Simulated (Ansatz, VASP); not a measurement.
**Si6Sn in VASP and in Ansatz**

The input INCAR:

```
SYSTEM = Si6Sn
PREC = Accurate
ENCUT = 600
EDIFF = 1E-7
ISMEAR = 0
SIGMA = 0.2
LREAL = .False.
LASPH = .True.
NELM = 100
ALGO = Normal
ISIF = 3
LWAVE = .False.
LCHARG = .False.
GGA = PE
IBRION = 2
NSW = 36
EDIFFG = -0.08
```

File KPOINTS:

```
Automatic mesh
0
Gamma
  3 3 6
  0 0 0
```

POSCAR

```
Si6Sn
1.0
    7.0000000000      0.0000000000      0.0000000000
   -3.5000000000      6.0621778300      0.0000000000
    0.0000000000      0.0000000000      2.6500000000
Si Sn
6 1
Direct
    0.2857140000      0.4285710000      0.0000000000
    0.4285710000      0.1428570000      0.0000000000
    0.8571430000      0.2857140000      0.0000000000
    0.5714290000      0.8571430000      0.0000000000
    0.7142860000      0.5714290000      0.0000000000
    0.1428570000      0.7142860000      0.0000000000
    0.0000000000      0.0000000000      0.0000000000
```

Input for Ansatz:

```yaml
crystal:
  lattice:
    - [7.0, 0.0, 0.0]
    - [-3.5, 6.06217783, 0.0]
    - [0.0, 0.0, 2.65]
  atoms:
    - { symbol: Si, position: [0.285714, 0.428571, 0.0] }
    - { symbol: Si, position: [0.428571, 0.142857, 0.0] }
    - { symbol: Si, position: [0.857143, 0.285714, 0.0] }
    - { symbol: Si, position: [0.571429, 0.857143, 0.0] }
    - { symbol: Si, position: [0.714286, 0.571429, 0.0] }
    - { symbol: Si, position: [0.142857, 0.714286, 0.0] }
    - { symbol: Sn, position: [0.0, 0.0, 0.0] }
basis:
  ecutwfc: 420
kpoints:
  mp_grid: { grid: [3, 3, 6] }
hamiltonian:
  xc: pbe
scf:
  occupations: { method: gaussian, width: 0.2 }
  lower_state_search: "off"
output:
  forces: true
  stress: true
  eigenvalues: true
relax:
  adjacent_minimum: "off"
  f_tol: 0.08
  max_steps: 16
  cell: { stress_tol: 0.8 }
```

Alike in both runs: task relaxation of cell and atoms; functional PBE; k mesh 3 × 3 × 6; occupations gaussian, width 0.2 eV; no spin polarisation.

```csv
,VASP,Ansatz
version,VASP 6.6.1,Ansatz 0.2.0
potentials or method,"VASP PAW PBE potentials, release 64 (Si, Sn_d), cutoff 600 eV","scalar-relativistic, plane waves, PAW"
valence electrons in the cell,38,38
```

```csv
,VASP,Ansatz,Ansatz less VASP
"gap on the k mesh at the Fermi level, each at its own relaxed structure (eV)",none,none,-
relaxed volume (Å³/atom),17.27,17.14,-0.127
relaxed cell length with the largest relative difference (Å),7.355,7.326,-0.0295
```

A gap of «none» marks a metal or a gap that the smearing closes.

The k mesh is coarse, so the values compare programs but aren't converged. Noted on VASP's run: too few bands were computed for a metal, which touches its energy and stress.
